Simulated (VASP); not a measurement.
# Cr (Fd-3m) in VASP: notebook, part 2 of 2

VASP 6.6.1.

### Step 3. Single point, RPBE, collinear spin, antiferromagnetic start (20.32 Å³/atom)

This run uses another cell than the first one, of 20.32 Å³/atom.

Contents of INCAR:

```
SYSTEM = Cr
ALGO     = Normal         ! electronic algorithm
EDIFF    = 1E-7           ! SCF threshold, eV
ENCUT    = 520            ! plane-wave cutoff, eV
GGA      = RP             ! functional
ISIF     = 2              ! what is computed and relaxed
ISMEAR   = -1             ! smearing method
ISPIN    = 2              ! spin polarisation
LASPH    = .TRUE.         ! aspherical terms in the spheres
LCHARG   = .TRUE.         ! write CHGCAR
LELF     = .TRUE.         ! ELF
LMAXMIX  = 4              ! l up to which the mixer works
LORBIT   = 11             ! projections on sites
LREAL    = .FALSE.        ! projectors in reciprocal space
LVHAR    = .TRUE.       
LWAVE    = .FALSE.        ! write WAVECAR
MAGMOM   = 3.003 -3.003   ! initial moments
NBANDS   = 23             ! bands
NELM     = 150            ! most SCF steps
PREC     = Accurate       ! precision mode
SIGMA    = 0.05           ! smearing width, eV
```

Contents of KPOINTS:

```
k-points
0
G
  11 11 11
  0 0 0
```

Contents of POSCAR:

```
Cr
1.0
    0.0000000000      2.7289078163      2.7289078163
    2.7289078163      0.0000000000      2.7289078163
    2.7289078163      2.7289078163      0.0000000000
Cr
2
Direct
    0.1250000000      0.1250000000      0.1250000000
    0.8750000000      0.8750000000      0.8750000000
```

Potentials or basis: VASP PAW PBE potentials, release 64 (Cr_pv).

Command:

```
> cat potpaw_PBE.64/Cr_pv/POTCAR > POTCAR
> mpirun -np 1 vasp_std > vasp.out
```

OUTCAR:

```text
SYSTEM = Cr
   EDIFF = 1E-7
   ENCUT = 520
   GGA = RP
   ISIF = 2
   ISMEAR = -1
   ISPIN = 2
   LASPH = .TRUE.
   LORBIT = 11
   LREAL = .FALSE.
   NELM = 150
   PREC = Accurate

 ion  position               nearest neighbor table
   1  0.125  0.125  0.125-   2 2.36   2 2.36   2 2.36   2 2.36
   2  0.875  0.875  0.875-   1 2.36   1 2.36   1 2.36   1 2.36

  LATTYP: Found a face centered cubic cell.
 ALAT       =     5.4578156326

  Lattice vectors:

 A1 = (   0.0000000000,   2.7289078163,   2.7289078163)
 A2 = (   2.7289078163,   0.0000000000,   2.7289078163)
 A3 = (   2.7289078163,   2.7289078163,   0.0000000000)

Analysis of symmetry for initial positions (statically):
=====================================================================
 Subroutine PRICEL returns:
 Original cell was already a primitive cell.

 Routine SETGRP: Setting up the symmetry group for a
 face centered cubic supercell.

 Subroutine GETGRP returns: Found 48 space group operations
 (whereof 12 operations were pure point group operations)
 out of a pool of 48 trial point group operations.

[... 1440 lines left out ...]
     23      15.8640      0.00000

 [... further k-points ...]

------------------------ aborting loop because EDIFF is reached ----------------------------------------

  FORCE on cell =-STRESS in cart. coord.  units (eV):
  Direction    XX          YY          ZZ          XY          YZ          ZX
  --------------------------------------------------------------------------------------
  -------------------------------------------------------------------------------------
  Total        0.6526365      0.6526365      0.6526365     -0.0000000      0.0000000      0.0000000
  in kB       25.7267732     25.7267732     25.7267732     -0.0000000      0.0000000      0.0000000
  external PRESSURE =      25.7267732 kB  Pullay stress =       0.0000000 kB

 VOLUME and BASIS-vectors are now :
 -----------------------------------------------------------------------------
  energy-cutoff  :      520.00
  volume of cell :       40.64
      direct lattice vectors                 reciprocal lattice vectors
     0.000000000  2.728907816  2.728907816    -0.183223485  0.183223485  0.183223485
     2.728907816  0.000000000  2.728907816     0.183223485 -0.183223485  0.183223485
     2.728907816  2.728907816  0.000000000     0.183223485  0.183223485 -0.183223485

 POSITION                                       TOTAL-FORCE (eV/Angst)
 -----------------------------------------------------------------------------------
      0.68223      0.68223      0.68223        -0.000000     -0.000000     -0.000000
      4.77559      4.77559      4.77559         0.000000      0.000000      0.000000
 -----------------------------------------------------------------------------------
    total drift:                               -0.000000      0.000000      0.000000

  FREE ENERGIE OF THE ION-ELECTRON SYSTEM (eV)
  ---------------------------------------------------
  free  energy   TOTEN  =       -14.4954751059 eV

  energy  without entropy=      -14.4883512342  energy(sigma->0) =      -14.49191317

 total charge

# of ion       s       p       d       tot
------------------------------------------
    1        0.419   6.124   4.315  10.858
    2        0.419   6.124   4.315  10.858
--------------------------------------------------
tot          0.838  12.248   8.631  21.716

 magnetization (x)

# of ion       s       p       d       tot
------------------------------------------
    1        0.040  -0.047   3.029   3.022
    2       -0.040   0.047  -3.029  -3.022
--------------------------------------------------
tot          0.000   0.000   0.000   0.000
```

It took 54 s on 1 thread of AMD EPYC 9R45 (Zen 5), shared host; peak memory 0.2 GiB.

Results:

- Free energy: -14.4955 eV
- Pressure: 2.6 GPa
- Band gap on the k mesh: zero (filled and empty bands overlap)
- Net moment: 0.00 μB per cell
- Site moments: Cr +3.02, -3.02 μB
- Valence electrons inside the program's atomic spheres: Cr 10.86

Caveat: an empty level that is flat over the whole mesh can mark a ghost state of the potentials, or a narrow d or f band; the antiferromagnetic order is the one typed at the start, and another may lie lower; the PAW data sets were made with another functional, which shifts forces and pressure a little.

### Step 4. Single point, RPBE, collinear spin, antiferromagnetic start (21.21 Å³/atom)

This run uses another cell than the first one, of 21.21 Å³/atom.

Contents of INCAR:

```
PREC = Accurate
ENCUT = 520
EDIFF = 1E-6
ISMEAR = -1
SIGMA = 0.05
LREAL = F
LASPH = T
NELM = 150
ALGO = Normal
ISIF = 2
LWAVE = F
LCHARG = F
ISPIN = 2
MAGMOM = 3.003 -3.003
LORBIT = 11
LMAXMIX = 4
GGA = RP
NBANDS = 23
```

Contents of KPOINTS:

```
Automatic mesh
0
Gamma
  11 11 11
```

Contents of POSCAR:

```
Cr
1.0
    0.0000000000      2.7678974814      2.7678974814
    2.7678974814      0.0000000000      2.7678974814
    2.7678974814      2.7678974814      0.0000000000
Cr
2
Direct
    0.1250000000      0.1250000000      0.1250000000
    0.8750000000      0.8750000000      0.8750000000
```

Command:

```
> cat potpaw_PBE.64/Cr_pv/POTCAR > POTCAR
> mpirun -np 1 vasp_std > vasp.out
```

It took 47 s on 1 thread of AMD EPYC 9R45 (Zen 5), shared host; peak memory 0.2 GiB.

It converged, with:

| Quantity | Value |
| --- | --- |
| Free energy | -14.5165 eV |
| Pressure | 1.2 GPa |
| Band gap on the k mesh | zero (filled and empty bands overlap) |
| Net moment | 0.00 μB per cell |
| Site moments | Cr +3.13, -3.13 μB |
| Valence electrons inside the program's atomic spheres | Cr 10.81 |

Levels at points of the mesh, in eV from the Fermi level:
Spin up:
| k point | band 9 | band 10 | band 11 | band 12 | band 13 | band 14 | band 15 | band 16 |
| --- | --- | --- | --- | --- | --- | --- | --- | --- |
| (0.00, 0.00, 0.00) | -1.01 | -0.96 | -0.96 | -0.96 | 1.95 | 1.95 | 1.95 | 3.52 |
Spin down:
```tsv
k point	band 9	band 10	band 11	band 12	band 13	band 14	band 15	band 16
(0.00, 0.00, 0.00)	-1.01	-0.96	-0.96	-0.96	1.95	1.95	1.95	3.52
```

Caveat: an empty level that is flat over the whole mesh can mark a ghost state of the potentials, or a narrow d or f band; the antiferromagnetic order is the one typed at the start, and another may lie lower; the PAW data sets were made with another functional, which shifts forces and pressure a little.

### Step 5. The runs side by side

| cell | gap on the mesh (eV) | pressure (GPa) | moment (μB) |
| --- | --- | --- | --- |
| a = 3.802 Å, angles 60.0°, 2 atoms | none | 4.3 | 0.00 |
| a = 3.859 Å, angles 60.0°, 2 atoms | none | 2.6 | 0.00 |
| a = 3.914 Å, angles 60.0°, 2 atoms | none | 1.2 | 0.00 |

Alike in all rows: task single point; level RPBE; potentials or basis VASP PAW PBE potentials, release 64 (Cr_pv); spin collinear, antiferromagnetic start; k mesh 11 × 11 × 11; cutoff (eV) 520; smearing fermi-dirac 0.05 eV.

Caveats: an empty level that is flat over the whole mesh can mark a ghost state of the potentials, or a narrow d or f band; the antiferromagnetic order is the one typed at the start, and another may lie lower; the PAW data sets were made with another functional, which shifts forces and pressure a little; the cell stands under pressure (at least some runs).

Total energies depend on the potentials used, so only differences within one code and one set of settings carry meaning.
